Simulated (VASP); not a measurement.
# B (Fm-3m) in VASP: single point with PBEsol

Aim: the single point of B with PBEsol.

Program: VASP 6.6.1. These are calculated values, not measurements. Logs are shortened: lines on timing, memory, paths and dates and some standing lists are left out, and cuts for length are marked.

**1. The cell of the first run**

Symmetry: Fm-3m, No. 225, cubic system. The conventional cell has a = 5.711 Å, b = 5.711 Å, c = 5.711 Å, α = 90.00°, β = 90.00°, γ = 90.00°. B (site symmetry m-3m) has 12 B at 4.04 Å within 5.3 Å.

This isn't the form of B at room conditions, which is rhombohedral.

**2. Single point, PBEsol**

Input file INCAR:

```
  PREC = Accurate
  ENCUT = 500
  EDIFF = 1E-6
  ISMEAR = -1
  SIGMA = 0.05
  LREAL = F
  LASPH = T
  NELM = 120
  ALGO = Normal
  ISIF = 2
  LWAVE = F
  LCHARG = F
  GGA = PS
  NBANDS = 8
  GGA_COMPAT = F
```

Input file KPOINTS:

```
Automatic mesh
0
Gamma
  6 6 6
```

Input file POSCAR:

```
B
1.0
    0.0000000000      2.8553200000      2.8553200000
    2.8553200000      0.0000000000      2.8553200000
    2.8553200000      2.8553200000      0.0000000000
B
1
Direct
    0.5000000000      0.5000000000      0.5000000000
```

Potentials or basis: VASP PAW PBE potentials, release 64 (B).

Started as:

```sh
> cat potpaw_PBE.64/B/POTCAR > POTCAR
> mpirun -np 1 vasp_std > vasp.out
```

OUTCAR:

```text
PREC = Accurate
   ENCUT = 500
   EDIFF = 1E-6
   ISMEAR = -1
   LREAL = F
   LASPH = T
   NELM = 120
   ISIF = 2
   GGA = PS

 ion  position               nearest neighbor table
   1  0.500  0.500  0.500-

  LATTYP: Found a face centered cubic cell.
 ALAT       =     5.7106400000

  Lattice vectors:

 A1 = (   0.0000000000,   2.8553200000,   2.8553200000)
 A2 = (   2.8553200000,   0.0000000000,   2.8553200000)
 A3 = (   2.8553200000,   2.8553200000,   0.0000000000)

Analysis of symmetry for initial positions (statically):
=====================================================================
 Subroutine PRICEL returns:
 Original cell was already a primitive cell.

 Routine SETGRP: Setting up the symmetry group for a
 face centered cubic supercell.

 Subroutine GETGRP returns: Found 48 space group operations
 (whereof 48 operations were pure point group operations)
 out of a pool of 48 trial point group operations.

The static configuration has the point symmetry O_h .

Analysis of symmetry for dynamics (positions and initial velocities):
=====================================================================
 Subroutine PRICEL returns:
 Original cell was already a primitive cell.

 Routine SETGRP: Setting up the symmetry group for a
 face centered cubic supercell.

 Subroutine GETGRP returns: Found 48 space group operations
 (whereof 48 operations were pure point group operations)
 out of a pool of 48 trial point group operations.

The dynamic configuration has the point symmetry O_h .

 Subroutine INISYM returns: Found 48 space group operations
 (whereof 48 operations are pure point group operations),
 and found     1 'primitive' translations

----------------------------------------------------------------------------------------

                                     Primitive cell

  volume of cell :      46.5580

  direct lattice vectors                    reciprocal lattice vectors
     0.000000000  2.855320000  2.855320000    -0.175111721  0.175111721  0.175111721
     2.855320000  0.000000000  2.855320000     0.175111721 -0.175111721  0.175111721
     2.855320000  2.855320000  0.000000000     0.175111721  0.175111721 -0.175111721

  length of vectors
     4.038032269  4.038032269  4.038032269     0.303302398  0.303302398  0.303302398

  position of ions in fractional coordinates (direct lattice)
     0.500000000  0.500000000  0.500000000

  ion indices of the primitive-cell ions
   primitive index   ion index
                 1           1

----------------------------------------------------------------------------------------

 KPOINTS: Automatic mesh

Automatic generation of k-mesh.
 Grid dimensions read from file:
 generate k-points for:    6    6    6

 Generating k-lattice:

  Cartesian coordinates                     Fractional coordinates (reciprocal lattice)
    -0.029185287  0.029185287  0.029185287     0.166666667  0.000000000  0.000000000
     0.029185287 -0.029185287  0.029185287     0.000000000  0.166666667  0.000000000
     0.029185287  0.029185287 -0.029185287     0.000000000  0.000000000  0.166666667

  Length of vectors
     0.050550400  0.050550400  0.050550400

  Shift w.r.t. Gamma in fractional coordinates (k-lattice)
     0.000000000  0.000000000  0.000000000

 Subroutine IBZKPT returns following result:
 ===========================================

 Found     16 irreducible k-points:

 Following reciprocal coordinates:
            Coordinates               Weight
  0.000000  0.000000  0.000000      1.000000
  0.166667  0.000000  0.000000      8.000000
  0.333333  0.000000  0.000000      8.000000
  0.500000  0.000000  0.000000      4.000000
  0.166667  0.166667  0.000000      6.000000
  0.333333  0.166667  0.000000     24.000000
  0.500000  0.166667  0.000000     24.000000
 -0.333333  0.166667  0.000000     24.000000
 -0.166667  0.166667  0.000000     12.000000
  0.333333  0.333333  0.000000      6.000000
  0.500000  0.333333  0.000000     24.000000
 -0.333333  0.333333  0.000000     12.000000
  0.500000  0.500000  0.000000      3.000000
  0.500000  0.333333  0.166667     24.000000
 -0.333333  0.333333  0.166667     24.000000
 -0.333333  0.500000  0.166667     12.000000
   k-points           NKPTS =     16   k-points in BZ     NKDIM =     16   number of bands    NBANDS=      8
   number of dos      NEDOS =    301   number of ions     NIONS =      1
   total plane-waves  NPLWV =  27000
   dimension x,y,z NGX =    30 NGY =   30 NGZ =   30
   dimension x,y,z NGXF=    60 NGYF=   60 NGZF=   60
   ions per type =               1
   NGX,Y,Z   is equivalent  to a cutoff of  12.35, 12.35, 12.35 a.u.
   NGXF,Y,Z  is equivalent  to a cutoff of  24.70, 24.70, 24.70 a.u.
 SYSTEM =  unknown system
   PREC   = accura    normal or accurate (medium, high low for compatibility)
   ISTART =      0    job   : 0-new  1-cont  2-samecut
   ICHARG =      2    charge: 1-file 2-atom 10-const
   ISPIN  =      1    spin polarized calculation?
   LNONCOLLINEAR =      F non collinear calculations
   LSORBIT =      F    spin-orbit coupling
   LASPH  =      T    aspherical Exc in radial PAW
   ENCUT  =  500.0 eV  36.75 Ry    6.06 a.u.   7.36  7.36  7.36*2*pi/ulx,y,z
   NELM   =    120;   NELMIN=  2; NELMDL= -5     # of ELM steps
   EDIFF  = 0.1E-05   stopping-criterion for ELM
   LREAL  =      F    real-space projection
   EDIFFG = 0.1E-04   stopping-criterion for IOM
   NSW    =      0    number of steps for IOM
   IBRION =     -1    ionic relax: 0-MD 1-quasi-New 2-CG
   NFREE  =      0    steps in history (QN), initial steepest desc. (CG)
   ISIF   =      2    stress and relaxation
   ISYM   =      2    0-nonsym 1-usesym 2-fastsym
   POTIM  = 0.5000    time-step for ionic-motion
   TEBEG  =    0.0;   TEEND  =   0.0 temperature during run
   PSTRESS=    0.0 pullay stress
   NELECT =       3.0000    total number of electrons
   NUPDOWN=      -1.0000    fix difference up-down
   EMIN   =  10.00;   EMAX   =-10.00  energy-range for DOS
   EFERMI =   0.00;   METHOD = LEGACY
   ISMEAR =    -1;   SIGMA  =   0.05  broadening in eV -4-tet -1-fermi 0-gaus
   EFERMI_NEDOS =   21; number of points for ismear=-14 and -15
   IALGO  =     38    algorithm
   IMIX   =      4    mixing-type and parameters
     AMIX     =   0.40;   BMIX     =  1.00
     AMIX_MAG =   1.60;   BMIX_MAG =  1.00
  volume/ion in A,a.u.               =      46.56       314.19
  Fermi-wavevector in a.u.,A,eV,Ry     =   0.656322  1.240269  5.860831  0.430759
  Thomas-Fermi vector in A             =   1.727478
   LORBIT       =      0    0 simple, 1 ext, 2 COOP (PROOUT), +10 PAW based schemes
   GGA     = PS    functional components
   LHFCALC =     F    Hartree Fock is set to
   AEXX    =    0.0000 exact exchange contribution
   IVDW    =     0    specifies the selected vdW correction
   LEPSILON=     F    determine dielectric tensor
   LRPA    =     F    only Hartree local field effects (RPA)
 non-spin polarized calculation
  energy-cutoff  :      500.00
  volume of cell :       46.56
 maximum number of plane-waves:      1243
 NGX is ok and might be reduce to    30
   NGX = 15   NGY = 15   NGZ = 15

 number of electron       3.0000000 magnetization

 Free energy of the ion-electron system (eV)
  ---------------------------------------------------
  ext. energy  EPLUGINS =         0.00000000
  ---------------------------------------------------
  free energy    TOTEN  =        -1.08804400 eV

  energy without entropy =       -1.06517440  energy(sigma->0) =       -1.07660920

 E-fermi :  -2.4235     XC(G=0):  -5.8106

 val. band max:       -2.4395613898   @ k =  -0.3333   0.5000   0.1667
 cond. band min:      -2.4076418287   @ k =   0.3333   0.0000   0.0000
 fundamental gap:      0.0319195611
 Fermi energy:        -2.4234740554

 k-point     1 :       0.0000    0.0000    0.0000
  band No.  band energies     occupation
      1      -8.4351      2.00000
      2      -0.3332      0.00000
      3      -0.3332      0.00000
      4      -0.3332      0.00000
      5       3.9025      0.00000
      6       9.5115      0.00000
      7       9.5115      0.00000
      8       9.5115      0.00000

 k-point     2 :       0.1667    0.0000    0.0000
  band No.  band energies     occupation
      1      -8.2219      2.00000
      2      -1.0818      0.00000
      3      -0.4027      0.00000
      4      -0.4027      0.00000
      5       4.4908      0.00000
      6       7.9530      0.00000
      7       9.6834      0.00000
      8       9.6834      0.00000

 k-point     3 :       0.3333    0.0000    0.0000
  band No.  band energies     occupation
      1      -7.6988      2.00000
      2      -2.4076      0.84299
      3      -0.5323      0.00000
      4      -0.5323      0.00000
      5       5.2010      0.00000
      6       7.0113      0.00000
      7       9.1713      0.00000
      8       9.1713      0.00000

 k-point     4 :       0.5000    0.0000    0.0000
  band No.  band energies     occupation
      1      -7.3546      2.00000
      2      -3.0832      2.00000
      3      -0.5929      0.00000
      4      -0.5929      0.00000
      5       5.2808      0.00000
      6       6.9367      0.00000
      7       8.8166      0.00000
      8       8.8166      0.00000

 k-point     5 :       0.1667    0.1667    0.0000
  band No.  band energies     occupation
      1      -8.1512      2.00000
      2      -1.0266      0.00000
      3      -0.5665      0.00000
      4      -0.5665      0.00000
      5       4.6426      0.00000
      6       7.6257      0.00000
      7       9.4483      0.00000
      8       9.8625      0.00000

 k-point     6 :       0.3333    0.1667    0.0000
  band No.  band energies     occupation
      1      -7.7273      2.00000
      2      -1.9801      0.00028
      3      -0.7780      0.00000
      4      -0.7377      0.00000
      5       5.2595      0.00000
      6       6.8523      0.00000
      7       8.0223      0.00000
      8       9.8732      0.00000

 k-point     7 :       0.5000    0.1667    0.0000
  band No.  band energies     occupation
      1      -7.2842      2.00000
      2      -2.8070      1.99907
      3      -1.0774      0.00000
      4      -0.7540      0.00000
      5       5.6978      0.00000
      6       6.3816      0.00000
      7       7.9155      0.00000
      8       9.4134      0.00000

 k-point     8 :      -0.3333    0.1667    0.0000
  band No.  band energies     occupation
      1      -7.4010      2.00000
      2      -2.5931      1.93489
      3      -1.1872      0.00000
      4      -0.6036      0.00000
      5       5.8332      0.00000
      6       6.5746      0.00000
      7       7.7254      0.00000
      8       9.3891      0.00000

 k-point     9 :      -0.1667    0.1667    0.0000
  band No.  band energies     occupation
      1      -7.9010      2.00000
      2      -1.6929      0.00000
      3      -0.8849      0.00000
      4      -0.4241      0.00000
      5       5.1794      0.00000
      6       7.3175      0.00000
      7       8.2806      0.00000
      8      10.0965      0.00000

 k-point    10 :       0.3333    0.3333    0.0000
  band No.  band energies     occupation
      1      -7.4585      2.00000
      2      -2.1679      0.01197
      3      -0.9868      0.00000
      4      -0.9868      0.00000
      5       4.7844      0.00000
      6       6.1369      0.00000
      7       7.9617      0.00000
      8      10.7901      0.00000

 k-point    11 :       0.5000    0.3333    0.0000
  band No.  band energies     occupation
      1      -7.1112      2.00000
      2      -2.5277      1.77885
      3      -1.4864      0.00000
      4      -1.0452      0.00000
      5       4.7416      0.00000
      6       6.1650      0.00000
      7       7.9388      0.00000
      8      10.7230      0.00000

 k-point    12 :      -0.3333    0.3333    0.0000
  band No.  band energies     occupation
      1      -7.0836      2.00000
      2      -2.2577      0.07012
      3      -2.1429      0.00729
      4      -0.8660      0.00000
      5       5.4229      0.00000
      6       6.5768      0.00000
      7       7.5616      0.00000
      8      10.0939      0.00000

 k-point    13 :       0.5000    0.5000    0.0000
  band No.  band energies     occupation
      1      -7.0039      2.00000
      2      -2.7538      1.99730
      3      -1.1783      0.00000
      4      -1.1783      0.00000
      5       4.1450      0.00000
      6       5.6346      0.00000
      7       8.3517      0.00000
      8      11.4702      0.00000

 k-point    14 :       0.5000    0.3333    0.1667
  band No.  band energies     occupation
      1      -7.3247      2.00000
      2      -2.3243      0.24192
      3      -1.4331      0.00000
      4      -0.8871      0.00000
      5       5.4953      0.00000
      6       6.7465      0.00000
      7       7.2293      0.00000
      8       9.9794      0.00000

 k-point    15 :      -0.3333    0.3333    0.1667
  band No.  band energies     occupation
      1      -7.0834      2.00000
      2      -2.4867      1.55955
      3      -1.7478      0.00000
      4      -1.0591      0.00000
      5       5.5510      0.00000
      6       6.6585      0.00000
      7       7.4303      0.00000
      8       9.6799      0.00000

 k-point    16 :      -0.3333    0.5000    0.1667
  band No.  band energies     occupation
      1      -6.9849      2.00000
      2      -2.4396      1.15950
      3      -1.6743      0.00000
      4      -1.3721      0.00000
      5       4.9159      0.00000
      6       6.4798      0.00000
      7       7.8196      0.00000
      8       9.9435      0.00000

------------------------ aborting loop because EDIFF is reached ----------------------------------------

  FORCE on cell =-STRESS in cart. coord.  units (eV):
  Direction    XX          YY          ZZ          XY          YZ          ZX
  --------------------------------------------------------------------------------------
  -------------------------------------------------------------------------------------
  Total       -1.4023037     -1.4023037     -1.4023037      0.0000000     -0.0000000     -0.0000000
  in kB      -48.2567777    -48.2567777    -48.2567777      0.0000000     -0.0000000     -0.0000000
  external PRESSURE =     -48.2567777 kB  Pullay stress =       0.0000000 kB

 VOLUME and BASIS-vectors are now :
 -----------------------------------------------------------------------------
  energy-cutoff  :      500.00
  volume of cell :       46.56
      direct lattice vectors                 reciprocal lattice vectors
     0.000000000  2.855320000  2.855320000    -0.175111721  0.175111721  0.175111721
     2.855320000  0.000000000  2.855320000     0.175111721 -0.175111721  0.175111721
     2.855320000  2.855320000  0.000000000     0.175111721  0.175111721 -0.175111721

 POSITION                                       TOTAL-FORCE (eV/Angst)
 -----------------------------------------------------------------------------------
      2.85532      2.85532      2.85532        -0.000000      0.000000      0.000000
 -----------------------------------------------------------------------------------
    total drift:                                0.000000     -0.000000      0.000000

  FREE ENERGIE OF THE ION-ELECTRON SYSTEM (eV)
  ---------------------------------------------------
  free  energy   TOTEN  =        -1.0880440048 eV

  energy  without entropy=       -1.0651743979  energy(sigma->0) =       -1.07660920
```

Run time: 3.4 s. Hardware: 1 thread of Intel Xeon Platinum 8488C (Sapphire Rapids), shared host; peak memory 0.15 GiB.

What came out:

* Free energy: -1.0880 eV
* Pressure: -4.8 GPa
* Band gap on the k mesh: zero (an odd number of electrons rules out a gap without spin polarisation)

Levels at points of the mesh, in eV from the Fermi level:
| k point | band 1 | band 2 | band 3 | band 4 | band 5 |
| --- | --- | --- | --- | --- | --- |
| (0.00, 0.00, 0.00) | -6.01 | 2.09 | 2.09 | 2.09 | 6.33 |
| (0.50, 0.00, 0.00) | -4.93 | -0.66 | 1.83 | 1.83 | 7.70 |
| (0.50, 0.50, 0.00) | -4.58 | -0.33 | 1.25 | 1.25 | 6.57 |

Caveat: the cell stands under tension; the PAW data sets were made with another functional, which shifts forces and pressure a little.
